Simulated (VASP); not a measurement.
# CaF2 (Fm-3m) in VASP: single point with HSE06

Aim: the single point of CaF2 with HSE06.

Everything below comes from runs of VASP 6.6.1. Logs are shortened: lines on timing, memory, paths and dates and some standing lists are left out, and cuts for length are marked.

## 1. The cell of the first run

The structure is cubic, space group Fm-3m (No. 225). Conventional cell: a = 5.510 Å, b = 5.510 Å, c = 5.510 Å, α = 90.00°, β = 90.00°, γ = 90.00°. Ca (site symmetry m-3m) has 8 F at 2.39 Å within 3.2 Å. F (site symmetry -43m) has 4 Ca at 2.39 Å and 6 F at 2.76 Å within 3.2 Å.

## 2. Single point, HSE06

The input, POSCAR:

```
CaF2
1.0
    0.0000000000      2.7552132752      2.7552132752
    2.7552132752      0.0000000000      2.7552132752
    2.7552132752      2.7552132752      0.0000000000
Ca F
1 2
Direct
    0.0000000000      0.0000000000      0.0000000000
    0.2500000000      0.2500000000      0.2500000000
    0.7500000000      0.7500000000      0.7500000000
```

The input, INCAR.step1:

```
SYSTEM = CaF2
  PREC = Accurate
  ENCUT = 520
  EDIFF = 1E-5
  ISMEAR = 0
  SIGMA = 0.02
  LREAL = .False.
  LASPH = .True.
  NELM = 120
  ALGO = Normal
  ISIF = 2
  LWAVE = .True.
  GGA = PE
  NBANDS = 19
  GGA_COMPAT = .False.
```

The input, INCAR.step2:

```
SYSTEM = CaF2
  PREC = Accurate
  ENCUT = 520
  EDIFF = 1E-6
  ISMEAR = 0
  SIGMA = 0.02
  LREAL = .False.
  LASPH = .True.
  NELM = 120
  ALGO = Normal
  ISIF = 2
  LWAVE = .False.
  LCHARG = .True.
  GGA = PE
  LHFCALC = .True.
  HFSCREEN = 0.2079
  PRECFOCK = Normal
  LELF = .True.
  LVHAR = .True.
  ISTART = 1
  NBANDS = 19
  GGA_COMPAT = .False.
```

The input, KPOINTS:

```
regular mesh
0
Gamma
  6 6 6
  0 0 0
```

Potentials or basis: VASP PAW PBE potentials, release 64 (Ca_sv, F).

Started as:

```bash
> cat potpaw_PBE.64/Ca_sv/POTCAR potpaw_PBE.64/F/POTCAR > POTCAR
> cp INCAR.step1 INCAR
> mpirun -np 1 vasp_std > vasp.out
> cp INCAR.step2 INCAR
> mpirun -np 1 vasp_std > vasp.out
```

OUTCAR:

```text
SYSTEM = CaF2
   PREC = Accurate
   ENCUT = 520
   EDIFF = 1E-6
   ISMEAR = 0
   LREAL = .False.
   LASPH = .True.
   NELM = 120
   ISIF = 2
   GGA = PE
   LHFCALC = .True.
   HFSCREEN = 0.2079
   PRECFOCK = Normal
   ISTART = 1

 ion  position               nearest neighbor table
   1  0.000  0.000  0.000-   2 2.39   3 2.39   3 2.39   3 2.39   3 2.39   2 2.39   2 2.39   2 2.39

   2  0.250  0.250  0.250-   1 2.39   1 2.39   1 2.39   1 2.39
   3  0.750  0.750  0.750-   1 2.39   1 2.39   1 2.39   1 2.39

  LATTYP: Found a face centered cubic cell.
 ALAT       =     5.5104265504

  Lattice vectors:

 A1 = (   0.0000000000,   2.7552132752,   2.7552132752)
 A2 = (   2.7552132752,   0.0000000000,   2.7552132752)
 A3 = (   2.7552132752,   2.7552132752,   0.0000000000)

Analysis of symmetry for initial positions (statically):
=====================================================================
 Subroutine PRICEL returns:
 Original cell was already a primitive cell.

 Routine SETGRP: Setting up the symmetry group for a
 face centered cubic supercell.

 Subroutine GETGRP returns: Found 48 space group operations
 (whereof 48 operations were pure point group operations)
 out of a pool of 48 trial point group operations.

The static configuration has the point symmetry O_h .

Analysis of symmetry for dynamics (positions and initial velocities):
=====================================================================
 Subroutine PRICEL returns:
 Original cell was already a primitive cell.

 Routine SETGRP: Setting up the symmetry group for a
 face centered cubic supercell.

 Subroutine GETGRP returns: Found 48 space group operations
 (whereof 48 operations were pure point group operations)
 out of a pool of 48 trial point group operations.

The dynamic configuration has the point symmetry O_h .

 Subroutine INISYM returns: Found 48 space group operations
 (whereof 48 operations are pure point group operations),
 and found     1 'primitive' translations

----------------------------------------------------------------------------------------

                                     Primitive cell

  volume of cell :      41.8308

  direct lattice vectors                    reciprocal lattice vectors
     0.000000000  2.755213275  2.755213275    -0.181474155  0.181474155  0.181474155
     2.755213275  0.000000000  2.755213275     0.181474155 -0.181474155  0.181474155
     2.755213275  2.755213275  0.000000000     0.181474155  0.181474155 -0.181474155

  length of vectors
     3.896459981  3.896459981  3.896459981     0.314322456  0.314322456  0.314322456

  position of ions in fractional coordinates (direct lattice)
     0.000000000  0.000000000  0.000000000
     0.250000000  0.250000000  0.250000000
     0.750000000  0.750000000  0.750000000

  ion indices of the primitive-cell ions
   primitive index   ion index
                 1           1
                 2           2
                 3           3

----------------------------------------------------------------------------------------

 KPOINTS: regular mesh

Automatic generation of k-mesh.
 Grid dimensions read from file:
 generate k-points for:    6    6    6

 Generating k-lattice:

  Cartesian coordinates                     Fractional coordinates (reciprocal lattice)
    -0.030245692  0.030245692  0.030245692     0.166666667  0.000000000  0.000000000
     0.030245692 -0.030245692  0.030245692     0.000000000  0.166666667  0.000000000
     0.030245692  0.030245692 -0.030245692     0.000000000  0.000000000  0.166666667

  Length of vectors
     0.052387076  0.052387076  0.052387076

  Shift w.r.t. Gamma in fractional coordinates (k-lattice)
     0.000000000  0.000000000  0.000000000

 Subroutine IBZKPT returns following result:
 ===========================================

 Found     16 irreducible k-points:

 Following reciprocal coordinates:
            Coordinates               Weight
  0.000000  0.000000  0.000000      1.000000
  0.166667  0.000000  0.000000      8.000000
  0.333333  0.000000  0.000000      8.000000
  0.500000  0.000000  0.000000      4.000000
  0.166667  0.166667  0.000000      6.000000
  0.333333  0.166667  0.000000     24.000000
[... 8 lines left out ...]
 -0.333333  0.333333  0.166667     24.000000
 -0.333333  0.500000  0.166667     12.000000
   k-points           NKPTS =     16   k-points in BZ     NKDIM =    216   number of bands    NBANDS=     19
   number of dos      NEDOS =    301   number of ions     NIONS =      3
   total plane-waves  NPLWV =  27000
   dimension x,y,z NGX =    30 NGY =   30 NGZ =   30
   dimension x,y,z NGXF=    60 NGYF=   60 NGZF=   60
   ions per type =               1   2
   NGX,Y,Z   is equivalent  to a cutoff of  12.80, 12.80, 12.80 a.u.
   NGXF,Y,Z  is equivalent  to a cutoff of  25.60, 25.60, 25.60 a.u.
 SYSTEM =  CaF2
   PREC   = accura    normal or accurate (medium, high low for compatibility)
   ISTART =      1    job   : 0-new  1-cont  2-samecut
   ICHARG =      0    charge: 1-file 2-atom 10-const
   ISPIN  =      1    spin polarized calculation?
   LNONCOLLINEAR =      F non collinear calculations
   LSORBIT =      F    spin-orbit coupling
   LASPH  =      T    aspherical Exc in radial PAW
   ENCUT  =  520.0 eV  38.22 Ry    6.18 a.u.   7.24  7.24  7.24*2*pi/ulx,y,z
   NELM   =    120;   NELMIN=  2; NELMDL=  0     # of ELM steps
   EDIFF  = 0.1E-05   stopping-criterion for ELM
   LREAL  =      F    real-space projection
   EDIFFG = 0.1E-04   stopping-criterion for IOM
   NSW    =      0    number of steps for IOM
   IBRION =     -1    ionic relax: 0-MD 1-quasi-New 2-CG
   NFREE  =      0    steps in history (QN), initial steepest desc. (CG)
   ISIF   =      2    stress and relaxation
   ISYM   =      3    0-nonsym 1-usesym 2-fastsym
   POTIM  = 0.5000    time-step for ionic-motion
   TEBEG  =    0.0;   TEEND  =   0.0 temperature during run
   PSTRESS=    0.0 pullay stress
   NELECT =      24.0000    total number of electrons
   NUPDOWN=      -1.0000    fix difference up-down
   EMIN   =  10.00;   EMAX   =-10.00  energy-range for DOS
   EFERMI =   0.00;   METHOD = LEGACY
   ISMEAR =     0;   SIGMA  =   0.02  broadening in eV -4-tet -1-fermi 0-gaus
   EFERMI_NEDOS =   21; number of points for ismear=-14 and -15
   IALGO  =     38    algorithm
   IMIX   =      1    mixing-type and parameters
     AMIX     =   0.40;   BMIX     =  1.00
     AMIX_MAG =   1.60;   BMIX_MAG =  1.00
  volume/ion in A,a.u.               =      13.94        94.10
  Fermi-wavevector in a.u.,A,eV,Ry     =   1.360338  2.570665 25.177830  1.850518
  Thomas-Fermi vector in A             =   2.487008
   LORBIT       =      0    0 simple, 1 ext, 2 COOP (PROOUT), +10 PAW based schemes
   GGA     = PE    functional components
   LHFCALC =     T    Hartree Fock is set to
   PRECFOCK=normal    Normal, Fast or Accurate (Low or Medium for compatibility)
   ENCUT4O =  -1.0   cutoff for four orbital integrals eV
   NKREDX  =     1    reduce k-point grid by
   NKREDY  =     1    reduce k-point grid by
   NKREDZ  =     1    reduce k-point grid by
   AEXX    =    0.2500 exact exchange contribution
   HFSCREEN=    0.2079 screening length (either q_TF or 0.3 A-1)
   HFSCREENC=   0.2079 screening length for correlation (either q_TF or 0.3 A-1)
   ENCUTFOCK=  -1.0 apply spherical cutoff to Coloumb kernel
   IVDW    =     0    specifies the selected vdW correction
   LEPSILON=     F    determine dielectric tensor
   LRPA    =     F    only Hartree local field effects (RPA)
 non-spin polarized calculation
 Gauss-broadening in eV      SIGMA  =   0.02
  energy-cutoff  :      520.00
  volume of cell :       41.83
 maximum number of plane-waves:      1158
 NGX is ok and might be reduce to    30
  NGX = 24; NGY = 24; NGZ = 24

 number of electron      23.9999996 magnetization

 Free energy of the ion-electron system (eV)
  ---------------------------------------------------
  ext. energy  EPLUGINS =         0.00000000
  ---------------------------------------------------
  free energy    TOTEN  =       -20.59738630 eV

  energy without entropy =      -20.59738630  energy(sigma->0) =      -20.59738630

 E-fermi :  -2.5971     XC(G=0):  -7.7985

 val. band max:       -2.7051902344   @ k =   0.5000   0.5000   0.0000
 cond. band min:       6.4677345681   @ k =   0.0000   0.0000   0.0000
 fundamental gap:      9.1729248025
 Fermi energy:        -2.5971418657

 k-point     1 :       0.0000    0.0000    0.0000
  band No.  band energies     occupation
      1     -40.8796      2.00000
      2     -24.1781      2.00000
      3     -23.4178      2.00000
      4     -20.3498      2.00000
      5     -20.3498      2.00000
      6     -20.3498      2.00000
[... 11 lines left out ...]
     18      11.1584      0.00000
     19      16.2158      0.00000

 k-point     2 :       0.1667    0.0000    0.0000
  band No.  band energies     occupation
      1     -40.8719      2.00000
      2     -24.2163      2.00000
      3     -23.4859      2.00000
      4     -20.3605      2.00000
      5     -20.3605      2.00000
      6     -20.2588      2.00000
[... 11 lines left out ...]
     18      11.0896      0.00000
     19      15.0893      0.00000

 k-point     3 :       0.3333    0.0000    0.0000
  band No.  band energies     occupation
      1     -40.8565      2.00000
      2     -24.2378      2.00000
      3     -23.6846      2.00000
      4     -20.3817      2.00000
      5     -20.3817      2.00000
      6     -20.0616      2.00000
[... 11 lines left out ...]
     18      10.9520      0.00000
     19      13.5728      0.00000

 k-point     4 :       0.5000    0.0000    0.0000
  band No.  band energies     occupation
      1     -40.8488      2.00000
      2     -24.2022      2.00000
      3     -23.8331      2.00000
      4     -20.3922      2.00000
      5     -20.3922      2.00000
      6     -19.9575      2.00000
[... 11 lines left out ...]
     18      10.8828      0.00000
     19      13.1952      0.00000

 k-point     5 :       0.1667    0.1667    0.0000
  band No.  band energies     occupation
      1     -40.8693      2.00000
      2     -24.2382      2.00000
      3     -23.4939      2.00000
      4     -20.3761      2.00000
      5     -20.3761      2.00000
      6     -20.2091      2.00000
[... 11 lines left out ...]
     18      11.0539      0.00000
     19      15.7649      0.00000

 k-point     6 :       0.3333    0.1667    0.0000
  band No.  band energies     occupation
      1     -40.8565      2.00000
      2     -24.2713      2.00000
      3     -23.6401      2.00000
      4     -20.3998      2.00000
      5     -20.3595      2.00000
      6     -20.0764      2.00000
[... 11 lines left out ...]
     18      11.0573      0.00000
     19      14.5724      0.00000

 k-point     7 :       0.5000    0.1667    0.0000
  band No.  band energies     occupation
      1     -40.8462      2.00000
      2     -24.1967      2.00000
      3     -23.8744      2.00000
      4     -20.4078      2.00000
      5     -20.3056      2.00000
      6     -20.0005      2.00000
[... 11 lines left out ...]
     18      11.4998      0.00000
     19      13.5449      0.00000

 k-point     8 :      -0.3333    0.1667    0.0000
  band No.  band energies     occupation
      1     -40.8488      2.00000
      2     -24.1974      2.00000
      3     -23.8414      2.00000
      4     -20.3924      2.00000
      5     -20.2918      2.00000
      6     -20.0530      2.00000
[... 80 lines left out ...]
 k-point    12 :      -0.3333    0.3333    0.0000
  band No.  band energies     occupation
      1     -40.8411      2.00000
      2     -24.1144      2.00000
      3     -24.0308      2.00000
      4     -20.4211      2.00000
      5     -20.1968      2.00000
      6     -20.0395      2.00000
[... 11 lines left out ...]
     18      12.9279      0.00000
     19      14.5759      0.00000

 k-point    13 :       0.5000    0.5000    0.0000
  band No.  band energies     occupation
      1     -40.8386      2.00000
      2     -24.3995      2.00000
      3     -23.7111      2.00000
      4     -20.4544      2.00000
      5     -20.4544      2.00000
      6     -19.7912      2.00000
[... 11 lines left out ...]
     18      12.5843      0.00000
     19      14.3685      0.00000

 k-point    14 :       0.5000    0.3333    0.1667
  band No.  band energies     occupation
      1     -40.8463      2.00000
      2     -24.2489      2.00000
      3     -23.8123      2.00000
      4     -20.4205      2.00000
      5     -20.2841      2.00000
      6     -20.0192      2.00000
[... 11 lines left out ...]
     18      11.6327      0.00000
     19      14.7235      0.00000

 k-point    15 :      -0.3333    0.3333    0.1667
  band No.  band energies     occupation
      1     -40.8411      2.00000
      2     -24.1174      2.00000
      3     -24.0276      2.00000
      4     -20.4349      2.00000
      5     -20.1616      2.00000
      6     -20.0612      2.00000
[... 11 lines left out ...]
     18      12.8345      0.00000
     19      14.0215      0.00000

 k-point    16 :      -0.3333    0.5000    0.1667
  band No.  band energies     occupation
      1     -40.8386      2.00000
      2     -24.2499      2.00000
      3     -23.9099      2.00000
      4     -20.4561      2.00000
      5     -20.2610      2.00000
      6     -19.9337      2.00000
[... 11 lines left out ...]
     18      14.0176      0.00000
     19      14.1456      0.00000

------------------------ aborting loop because EDIFF is reached ----------------------------------------

  FORCE on cell =-STRESS in cart. coord.  units (eV):
  Direction    XX          YY          ZZ          XY          YZ          ZX
  --------------------------------------------------------------------------------------
  -------------------------------------------------------------------------------------
  Total       -0.3871176     -0.3871176     -0.3871176      0.0000000      0.0000000     -0.0000000
  in kB      -14.8271563    -14.8271563    -14.8271563      0.0000000      0.0000000     -0.0000000
  external PRESSURE =     -14.8271563 kB  Pullay stress =       0.0000000 kB

 VOLUME and BASIS-vectors are now :
 -----------------------------------------------------------------------------
  energy-cutoff  :      520.00
  volume of cell :       41.83
      direct lattice vectors                 reciprocal lattice vectors
     0.000000000  2.755213275  2.755213275    -0.181474155  0.181474155  0.181474155
     2.755213275  0.000000000  2.755213275     0.181474155 -0.181474155  0.181474155
     2.755213275  2.755213275  0.000000000     0.181474155  0.181474155 -0.181474155

 POSITION                                       TOTAL-FORCE (eV/Angst)
 -----------------------------------------------------------------------------------
      0.00000      0.00000      0.00000        -0.000000      0.000000     -0.000000
      1.37761      1.37761      1.37761        -0.000000     -0.000000     -0.000000
      4.13282      4.13282      4.13282         0.000000      0.000000      0.000000
 -----------------------------------------------------------------------------------
    total drift:                               -0.000000     -0.000000     -0.000000

  FREE ENERGIE OF THE ION-ELECTRON SYSTEM (eV)
  ---------------------------------------------------
  free  energy   TOTEN  =       -20.5973862968 eV

  energy  without entropy=      -20.5973862968  energy(sigma->0) =      -20.59738630
```

Wall time 1.6 h (1 thread of Intel Xeon Platinum 8259CL at 2.50GHz (Skylake/Cascade Lake), shared host); peak memory 0.29 GiB.

Results:

```
Free energy            : -20.5974 eV
Pressure               : -1.5 GPa
Band gap on the k mesh : 9.17 eV (least direct gap 9.44 eV)
```

Caveat: the PAW data sets were made with another functional, which shifts forces and pressure a little. A k mesh can miss the band edges.
